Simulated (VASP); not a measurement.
Write the native input for VASP 6.6.1 that does the following.

| Item | Value |
| --- | --- |
| Task | electric field gradients |
| Functional | PBEsol |
| Potentials or basis | VASP PAW PBE potentials, release 64 (Ag) |
| Cutoff | 520 eV |
| k mesh | 15 × 15 × 15 |
| Occupations | fermi-dirac, width 0.03 eV |
| Spin | no spin polarisation |
| Dipole correction | no |
| Further INCAR settings | ALGO = Normal; EDIFF = 1e-08; NBANDS = 12 |

The structure of Ag lies in POSCAR:

```
Ag
1.0
   -0.0408620000      2.0226690000      2.0226690000
    2.0226690000     -0.0408620000      2.0226690000
    2.0226690000      2.0226690000     -0.0408620000
Ag
1
Direct
    0.0000000000      0.0000000000      0.0000000000
```

This cell differs from its parent crystal: equal xy, yz and zx shear strains of -2 %.

The input as run:

INCAR

```
PREC = Accurate
ENCUT = 520
EDIFF = 1E-8
ISMEAR = -1
SIGMA = 0.03
LREAL = F
LASPH = T
NELM = 80
ALGO = Normal
ISIF = 2
LWAVE = F
LCHARG = F
GGA = PS
LEFG = T
NBANDS = 12
```

KPOINTS

```
Automatic mesh
0
Gamma
  15 15 15
```

Potentials or basis: VASP PAW PBE potentials, release 64 (Ag).

Launch:

```bash
$ cat potpaw_PBE.64/Ag/POTCAR > POTCAR
$ mpirun -np 1 vasp_std > vasp.out
```

Results of the run:

```json
{"Pressure": "-2.7 GPa"}
```

Caveat: the cell differs from its parent crystal (equal xy, yz and zx shear strains of -2 %); without QUAD_EFG the Cq values of the log hold for a quadrupole moment of 1 mb, not for the nuclei; the PAW data sets were made with another functional, which shifts forces and pressure a little.

It took 22 s on 1 thread of Intel(R) Xeon(R) 6975P-C (Granite Rapids) (shared host), peak memory 0.18 GiB.
